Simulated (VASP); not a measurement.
# Ti (I4/mmm) in VASP: further runs

Ti is run at these levels: PBE; tasks: single point.

All numbers are computed with VASP 6.6.1; they aren't measurements. Logs are shortened: lines on timing, memory, paths and dates and some standing lists are left out, and cuts for length are marked.

## (1) The cell of the first run

Symmetry: I4/mmm, No. 139, tetragonal system. The conventional cell has a = 3.256 Å, b = 3.256 Å, c = 2.930 Å, α = 90.00°, β = 90.00°, γ = 90.00°. Ti (site symmetry 4/mmm) has 14 Ti at 2.73 to 3.26 Å within 3.6 Å.

## (2) Single point, PBE (strain -0.1000 x Voigt [1, 0, 0, 0, 0, 0])

Contents of INCAR:

```
SYSTEM = Ti
ALGO = Fast ; EDIFF = 1E-6
ENCUT = 520 ; GGA = PE
ISIF = 2 ; ISMEAR = 0
LASPH = .True. ; LCHARG = .False.
LREAL = .False. ; LWAVE = .False.
NBANDS = 12 ; NELM = 100
PREC = Accurate ; SIGMA = 0.15
```

Contents of KPOINTS:

```
k-points
0
Gamma
  26 26 26
  0 0 0
```

Contents of POSCAR:

```
Ti
1.0
   -1.4649774872      1.6277527636      1.6277527636
    1.4649774872     -1.6277527636      1.6277527636
    1.4649774872      1.6277527636     -1.6277527636
Ti
1
Direct
    0.0000000000      0.0000000000      0.0000000000
```

Potentials or basis: VASP PAW PBE potentials, release 64 (Ti_sv).

Run with:

```bash
$ cat potpaw_PBE.64/Ti_sv/POTCAR > POTCAR
$ mpirun -np 1 vasp_std > vasp.out
```

OUTCAR:

```text
SYSTEM = Ti
   EDIFF = 1E-6
   ENCUT = 520
   GGA = PE
   ISIF = 2
   ISMEAR = 0
   LASPH = .True.
   LREAL = .False.
   NELM = 100
   PREC = Accurate

 ion  position               nearest neighbor table
   1  0.000  0.000  0.000-

  LATTYP: Found a body centered tetragonal cell.
 ALAT       =     3.2555055272
 C/A-ratio  =     0.9000000000

  Lattice vectors:

 A1 = (  -1.4649774872,   1.6277527636,  -1.6277527636)
 A2 = (  -1.4649774872,  -1.6277527636,   1.6277527636)
 A3 = (   1.4649774872,   1.6277527636,   1.6277527636)

Analysis of symmetry for initial positions (statically):
=====================================================================
 Subroutine PRICEL returns:
 Original cell was already a primitive cell.

 Routine SETGRP: Setting up the symmetry group for a
 body centered tetragonal supercell.

 Subroutine GETGRP returns: Found 16 space group operations
 (whereof 16 operations were pure point group operations)
 out of a pool of 16 trial point group operations.

The static configuration has the point symmetry D_4h.

Analysis of symmetry for dynamics (positions and initial velocities):
=====================================================================
 Subroutine PRICEL returns:
 Original cell was already a primitive cell.

 Routine SETGRP: Setting up the symmetry group for a
 body centered tetragonal supercell.

 Subroutine GETGRP returns: Found 16 space group operations
 (whereof 16 operations were pure point group operations)
 out of a pool of 16 trial point group operations.

The dynamic configuration has the point symmetry D_4h.

 Subroutine INISYM returns: Found 16 space group operations
 (whereof 16 operations are pure point group operations),
 and found     1 'primitive' translations

----------------------------------------------------------------------------------------

                                     Primitive cell

  volume of cell :      15.5263

  direct lattice vectors                    reciprocal lattice vectors
    -1.464977487  1.627752764  1.627752764     0.000000000  0.307171956  0.307171956
     1.464977487 -1.627752764  1.627752764     0.341302173  0.000000000  0.307171956
     1.464977487  1.627752764 -1.627752764     0.341302173  0.307171956  0.000000000

  length of vectors
     2.728610847  2.728610847  2.728610847     0.434406746  0.459175112  0.459175112

  position of ions in fractional coordinates (direct lattice)
     0.000000000  0.000000000  0.000000000

  ion indices of the primitive-cell ions
   primitive index   ion index
                 1           1

----------------------------------------------------------------------------------------

 KPOINTS: k-points

Automatic generation of k-mesh.
 Grid dimensions read from file:
 generate k-points for:   26   26   26

 Generating k-lattice:

  Cartesian coordinates                     Fractional coordinates (reciprocal lattice)
     0.000000000  0.011814306  0.011814306     0.038461538  0.000000000  0.000000000
     0.013127007  0.000000000  0.011814306    -0.000000000  0.038461538  0.000000000
     0.013127007  0.011814306  0.000000000    -0.000000000  0.000000000  0.038461538

  Length of vectors
     0.016707952  0.017660581  0.017660581

  Shift w.r.t. Gamma in fractional coordinates (k-lattice)
     0.000000000  0.000000000  0.000000000

 Subroutine IBZKPT returns following result:
 ===========================================

 Found   1330 irreducible k-points:

 Following reciprocal coordinates:
            Coordinates               Weight
  0.000000  0.000000  0.000000      1.000000
  0.038462  0.000000  0.000000      4.000000
  0.076923  0.000000  0.000000      4.000000
  0.115385  0.000000  0.000000      4.000000
  0.153846  0.000000  0.000000      4.000000
  0.192308  0.000000  0.000000      4.000000
[... 16 lines left out ...]
  0.307692  0.038462  0.000000     16.000000
  0.346154  0.038462  0.000000     16.000000
 [... further k-points ...]
   k-points           NKPTS =   1330   k-points in BZ     NKDIM =   1330   number of bands    NBANDS=     12
   number of dos      NEDOS =    301   number of ions     NIONS =      1
   total plane-waves  NPLWV =   8000
   dimension x,y,z NGX =    20 NGY =   20 NGZ =   20
   dimension x,y,z NGXF=    40 NGYF=   40 NGZF=   40
   ions per type =               1
   NGX,Y,Z   is equivalent  to a cutoff of  12.19, 12.19, 12.19 a.u.
   NGXF,Y,Z  is equivalent  to a cutoff of  24.37, 24.37, 24.37 a.u.
 SYSTEM =  Ti
   PREC   = accura    normal or accurate (medium, high low for compatibility)
   ISTART =      0    job   : 0-new  1-cont  2-samecut
   ICHARG =      2    charge: 1-file 2-atom 10-const
   ISPIN  =      1    spin polarized calculation?
   LNONCOLLINEAR =      F non collinear calculations
   LSORBIT =      F    spin-orbit coupling
   LASPH  =      T    aspherical Exc in radial PAW
   ENCUT  =  520.0 eV  38.22 Ry    6.18 a.u.   5.07  5.07  5.07*2*pi/ulx,y,z
   NELM   =    100;   NELMIN=  2; NELMDL= -5     # of ELM steps
   EDIFF  = 0.1E-05   stopping-criterion for ELM
   LREAL  =      F    real-space projection
   EDIFFG = 0.1E-04   stopping-criterion for IOM
   NSW    =      0    number of steps for IOM
   IBRION =     -1    ionic relax: 0-MD 1-quasi-New 2-CG
   NFREE  =      0    steps in history (QN), initial steepest desc. (CG)
   ISIF   =      2    stress and relaxation
   ISYM   =      2    0-nonsym 1-usesym 2-fastsym
   POTIM  = 0.5000    time-step for ionic-motion
   TEBEG  =    0.0;   TEEND  =   0.0 temperature during run
   PSTRESS=    0.0 pullay stress
   NELECT =      12.0000    total number of electrons
   NUPDOWN=      -1.0000    fix difference up-down
   EMIN   =  10.00;   EMAX   =-10.00  energy-range for DOS
   EFERMI =   0.00;   METHOD = LEGACY
   ISMEAR =     0;   SIGMA  =   0.15  broadening in eV -4-tet -1-fermi 0-gaus
   EFERMI_NEDOS =   21; number of points for ismear=-14 and -15
   IALGO  =     68    algorithm
   IMIX   =      4    mixing-type and parameters
     AMIX     =   0.40;   BMIX     =  1.00
     AMIX_MAG =   1.60;   BMIX_MAG =  1.00
  volume/ion in A,a.u.               =      15.53       104.78
  Fermi-wavevector in a.u.,A,eV,Ry     =   1.502378  2.839083 30.710262  2.257141
  Thomas-Fermi vector in A             =   2.613627
   LORBIT       =      0    0 simple, 1 ext, 2 COOP (PROOUT), +10 PAW based schemes
   GGA     = PE    functional components
   LHFCALC =     F    Hartree Fock is set to
   AEXX    =    0.0000 exact exchange contribution
   IVDW    =     0    specifies the selected vdW correction
   LEPSILON=     F    determine dielectric tensor
   LRPA    =     F    only Hartree local field effects (RPA)
 non-spin polarized calculation
 RMM-DIIS sequential band-by-band and
 Gauss-broadening in eV      SIGMA  =   0.15
  energy-cutoff  :      520.00
  volume of cell :       15.53
 maximum number of plane-waves:       434
   NGX = 11   NGY = 11   NGZ = 11

 number of electron      12.0000004 magnetization

 Free energy of the ion-electron system (eV)
  ---------------------------------------------------
  ext. energy  EPLUGINS =         0.00000000
  ---------------------------------------------------
  free energy    TOTEN  =        -7.68279354 eV

  energy without entropy =       -7.66148741  energy(sigma->0) =       -7.67214048

 E-fermi :   9.3423     XC(G=0): -12.0305

 val. band max:        9.3415763282   @ k =   0.3462   0.1154   0.0000
 cond. band min:       9.3438110575   @ k =  -0.4231   0.4231   0.1538
 fundamental gap:      0.0022347293
 Fermi energy:         9.3423425776

 k-point     1 :       0.0000    0.0000    0.0000
  band No.  band energies     occupation
      1     -47.0326      2.00000
      2     -22.7333      2.00000
      3     -22.7333      2.00000
      4     -22.7216      2.00000
      5       3.1310      2.00000
      6       9.8240      0.00001
      7      10.7539      0.00000
      8      10.7539      0.00000
      9      11.7585      0.00000
     10      12.8526      0.00000
     11      26.8944      0.00000
     12      26.8944      0.00000

 k-point     2 :       0.0385    0.0000    0.0000
  band No.  band energies     occupation
      1     -47.0299      2.00000
      2     -22.7480      2.00000
      3     -22.7329      2.00000
      4     -22.7251      2.00000
      5       3.1839      2.00000
      6       9.8251      0.00001
      7      10.7337      0.00000
      8      10.7927      0.00000
      9      11.7266      0.00000
     10      12.8445      0.00000
     11      26.8482      0.00000
     12      26.9187      0.00000

 k-point     3 :       0.0769    0.0000    0.0000
  band No.  band energies     occupation
      1     -47.0219      2.00000
      2     -22.7911      2.00000
      3     -22.7355      2.00000
      4     -22.7314      2.00000
      5       3.3405      2.00000
      6       9.8244      0.00001
      7      10.6748      0.00000
      8      10.9080      0.00000
      9      11.6404      0.00000
     10      12.8212      0.00000
     11      26.6839      0.00000
     12      26.9766      0.00000

 k-point     4 :       0.1154    0.0000    0.0000
  band No.  band energies     occupation
      1     -47.0091      2.00000
      2     -22.8596      2.00000
      3     -22.7521      2.00000
      4     -22.7291      2.00000
      5       3.5946      2.00000
      6       9.8104      0.00001
      7      10.5820      0.00000
      8      11.0963      0.00000
      9      11.5274      0.00000
     10      12.7860      0.00000
     11      26.3402      0.00000
     12      27.0221      0.00000

 k-point     5 :       0.1538    0.0000    0.0000
  band No.  band energies     occupation
      1     -46.9923      2.00000
      2     -22.9492      2.00000
      3     -22.7738      2.00000
      4     -22.7261      2.00000
      5       3.9357      2.00000
      6       9.7671      0.00006
      7      10.4625      0.00000
      8      11.3516      0.00000
      9      11.4257      0.00000
     10      12.7430      0.00000
     11      25.7733      0.00000
     12      26.9847      0.00000
[... 228 lines left out ...]
      1     -46.9370      2.00000
      2     -23.2283      2.00000
      3     -22.8448      2.00000
      4     -22.7223      2.00000
      5       5.0857      2.00000
      6       9.4970      0.14470
      7      10.0910      0.00000
      8      11.3955      0.00000
      9      12.2558      0.00000
     10      12.6407      0.00000
     11      23.5880      0.00000
     12      26.2474      0.00000

 k-point    22 :       0.2692    0.0385    0.0000
  band No.  band energies     occupation
      1     -46.9145      2.00000
      2     -23.3407      2.00000
      3     -22.8740      2.00000
      4     -22.7184      2.00000
      5       5.5533      2.00000
      6       9.4196      0.46642
      7       9.9491      0.00000
      8      11.4648      0.00000
      9      12.6043      0.00000
     10      12.6646      0.00000
     11      22.5612      0.00000
     12      25.7996      0.00000

 k-point    23 :       0.3077    0.0385    0.0000
  band No.  band energies     occupation
      1     -46.8932      2.00000
      2     -23.4455      2.00000
      3     -22.9013      2.00000
      4     -22.7147      2.00000
      5       5.9690      2.00000
      6       9.4264      0.42813
      7       9.8200      0.00001
      8      11.5500      0.00000
      9      12.5816      0.00000
     10      13.0681      0.00000
     11      21.5497      0.00000
     12      25.3596      0.00000

 k-point    24 :       0.3462    0.0385    0.0000
  band No.  band energies     occupation
      1     -46.8743      2.00000
      2     -23.5368      2.00000
      3     -22.9253      2.00000
      4     -22.7115      2.00000
      5       6.2868      2.00000
      6       9.5500      0.05028
      7       9.7103      0.00052
      8      11.6284      0.00000
      9      12.5655      0.00000
     10      13.4491      0.00000
     11      20.6107      0.00000
     12      24.9690      0.00000

 [... further k-points ...]

------------------------ aborting loop because EDIFF is reached ----------------------------------------

  FORCE on cell =-STRESS in cart. coord.  units (eV):
  Direction    XX          YY          ZZ          XY          YZ          ZX
  --------------------------------------------------------------------------------------
  -------------------------------------------------------------------------------------
  Total        1.1110771      1.3417170      1.3417170      0.0000000      0.0000000     -0.0000000
  in kB      114.6534039    138.4534151    138.4534151      0.0000000      0.0000000     -0.0000000
  external PRESSURE =     130.5200780 kB  Pullay stress =       0.0000000 kB

 VOLUME and BASIS-vectors are now :
 -----------------------------------------------------------------------------
  energy-cutoff  :      520.00
  volume of cell :       15.53
      direct lattice vectors                 reciprocal lattice vectors
    -1.464977487  1.627752764  1.627752764     0.000000000  0.307171956  0.307171956
     1.464977487 -1.627752764  1.627752764     0.341302173  0.000000000  0.307171956
     1.464977487  1.627752764 -1.627752764     0.341302173  0.307171956  0.000000000

 POSITION                                       TOTAL-FORCE (eV/Angst)
 -----------------------------------------------------------------------------------
      0.00000      0.00000      0.00000         0.000000      0.000000      0.000000
 -----------------------------------------------------------------------------------
    total drift:                                0.000000      0.000000      0.000000

  FREE ENERGIE OF THE ION-ELECTRON SYSTEM (eV)
  ---------------------------------------------------
  free  energy   TOTEN  =        -7.6827935434 eV

  energy  without entropy=       -7.6614874092  energy(sigma->0) =       -7.67214048
```

Wall time 5 min (1 thread of Intel Xeon Platinum 8488C (Sapphire Rapids), shared host); peak memory 0.34 GiB.

What came out:

```
Free energy            : -7.6828 eV
Pressure               : 13.1 GPa
Band gap on the k mesh : zero (bands 6 and 7 overlap by 1.61 eV)
```

Caveat: the cell differs from its parent crystal (strain -0.1000 x Voigt [1, 0, 0, 0, 0, 0]); the cell stands under pressure.

## (3) Single point, PBE (strain -0.0750 x Voigt [1, 0, 0, 0, 0, 0])

Contents of INCAR:

```
PREC = Accurate ; ENCUT = 520
EDIFF = 1E-7 ; ISMEAR = 0
SIGMA = 0.15 ; LREAL = False
LASPH = True ; NELM = 100
ALGO = Fast ; ISIF = 2
LWAVE = False ; LCHARG = False
GGA = PE ; NBANDS = 12
```

Contents of KPOINTS:

```
Automatic mesh
0
Gamma
  26 26 26
```

Contents of POSCAR:

```
Ti
1.0
   -1.5056713063      1.6277527636      1.6277527636
    1.5056713063     -1.6277527636      1.6277527636
    1.5056713063      1.6277527636     -1.6277527636
Ti
1
Direct
    0.0000000000      0.0000000000      0.0000000000
```

Potentials or basis: VASP PAW PBE potentials, release 64 (Ti_sv).

Run with:

```bash
$ cat potpaw_PBE.64/Ti_sv/POTCAR > POTCAR
$ mpirun -np 1 vasp_std > vasp.out
```

It took 4.8 min on 1 thread of Intel Xeon Platinum 8488C (Sapphire Rapids), shared host; peak memory 0.35 GiB.

The run converged. Its results:

```
Free energy            : -7.7085 eV
Pressure               : 9.3 GPa
Band gap on the k mesh : zero (bands 6 and 7 overlap by 1.73 eV)
```

Stress tensor (GPa, compression positive):
```
 7.69  0.00  0.00
 0.00 10.06  0.00
 0.00  0.00 10.06
```

Levels at points of the mesh, in eV from the Fermi level:
```
           k point  band 3  band 4  band 5  band 6  band 7  band 8  band 9  band 10
(0.00, 0.00, 0.00)  -32.15  -32.14   -6.15    0.63    1.28    1.28    2.55     3.32
(0.50, 0.00, 0.00)  -32.38  -32.12   -2.67    0.02    1.03    2.48    3.17     4.64
(0.00, 0.50, 0.00)  -32.43  -32.18   -2.70   -0.74    1.62    2.99    3.71     4.71
(0.50, 0.50, 0.50)  -32.78  -32.65   -2.54   -2.32    4.27    4.27    4.42     8.33
```

Caveat: the cell differs from its parent crystal (strain -0.0750 x Voigt [1, 0, 0, 0, 0, 0]); the cell stands under pressure.

## (4) Single point, PBE (strain +0.0750 x Voigt [1, 0, 0, 0, 0, 0])

Contents of INCAR:

```
SYSTEM = Ti
  PREC = Accurate
  ENCUT = 520
  EDIFF = 1E-6
  ISMEAR = 0
  SIGMA = 0.15
  LREAL = .FALSE.
  LASPH = .TRUE.
  NELM = 100
  ALGO = Fast
  ISIF = 2
  LWAVE = .FALSE.
  LCHARG = .FALSE.
  GGA = PE
  NBANDS = 12
```

Contents of KPOINTS:

```
regular mesh
0
G
  26 26 26
  0 0 0
```

Contents of POSCAR:

```
Ti
1.0
   -1.7498342209      1.6277527636      1.6277527636
    1.7498342209     -1.6277527636      1.6277527636
    1.7498342209      1.6277527636     -1.6277527636
Ti
1
Direct
    0.0000000000      0.0000000000      0.0000000000
```

Run with:

```bash
$ cat potpaw_PBE.64/Ti_sv/POTCAR > POTCAR
$ mpirun -np 1 vasp_std > vasp.out
```

Wall time 5.5 min (1 thread of Intel Xeon Platinum 8488C (Sapphire Rapids), shared host); peak memory 0.39 GiB.

Results (log left out):

* Free energy: -7.7130 eV
* Pressure: -6.8 GPa
* Band gap on the k mesh: zero (bands 6 and 7 overlap by 1.52 eV)

Stress tensor (GPa, compression positive):
```
-5.65  0.00  0.00
 0.00 -7.33  0.00
 0.00  0.00 -7.33
```

Levels at points of the mesh, in eV from the Fermi level:
```
           k point  band 3  band 4  band 5  band 6  band 7  band 8  band 9  band 10
(0.00, 0.00, 0.00)  -32.62  -32.61   -5.82    0.78    0.78    1.23    2.23     2.74
(0.50, 0.00, 0.00)  -32.80  -32.64   -2.30   -0.71    1.26    2.83    2.98     3.93
(0.00, 0.50, 0.00)  -32.78  -32.61   -2.32   -0.15    0.81    2.19    2.88     3.85
(0.50, 0.50, 0.50)  -32.96  -32.96   -2.00   -1.82    3.51    3.62    3.62     6.58
```

Caveat: the cell differs from its parent crystal (strain +0.0750 x Voigt [1, 0, 0, 0, 0, 0]); the cell stands under tension.

## (5) The runs side by side

| cell | further INCAR settings | gap on the mesh (eV) | pressure (GPa) |
| --- | --- | --- | --- |
| a = 2.729 Å, angles 115.1, 106.8, 106.8°, 1 atom | ALGO = Fast; EDIFF = 1e-06; NBANDS = 12 | none | 13.1 |
| a = 2.751 Å, angles 113.6, 107.4, 107.4°, 1 atom | ALGO = Fast; EDIFF = 1e-07; NBANDS = 12 | none | 9.3 |
| a = 2.892 Å, angles 105.5, 111.5, 111.5°, 1 atom | ALGO = Fast; EDIFF = 1e-06; NBANDS = 12 | none | -6.8 |

Alike in all rows: task single point; level PBE; potentials or basis VASP PAW PBE potentials, release 64 (Ti_sv); no spin polarisation; k mesh 26 × 26 × 26; cutoff (eV) 520; smearing gaussian 0.15 eV.

Caveats: the cell stands under pressure (at least some runs); the cell stands under tension (at least some runs).

Absolute energies hang on the potentials; compare differences alone.
